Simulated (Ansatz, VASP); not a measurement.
# MgO in VASP and in Ansatz

```
Mg O
1.0
    -0.45556    1.90077    1.90077
     1.90077   -0.45556    1.90077
     1.90077    1.90077   -0.45556
Mg O
1 1
Direct
  0.00000 0.00000 0.00000
  0.50000 0.50000 0.50000
```

Alike in both runs: task single point; functional r2SCAN; k mesh 10 × 10 × 10; occupations gaussian, width 0.05 eV; no spin polarisation.

|  | VASP | Ansatz |
| --- | --- | --- |
| version | VASP 6.6.1 | Ansatz 0.2.0 |
| potentials or method | VASP PAW PBE potentials, release 64 (Mg, O), cutoff 520 eV | scalar-relativistic, plane waves, PAW |
| valence electrons in the cell | 8 | 16 |

```tsv
	VASP	Ansatz	Ansatz less VASP
gap on the k mesh at the Fermi level (eV)	3.86	3.90	+0.035
least direct gap on the mesh (eV)	3.86	3.90	+0.035
pressure (GPa)	-1.7	-0.6	+1.13
traceless stress, the component that is largest in VASP (GPa)	16.08	15.94	-0.146
```

VASP's potentials were made for PBE, not for r2SCAN. VASP's potentials hold 8 valence electrons a cell and Ansatz's 16, so a difference there can come from the potentials and not from the codes.
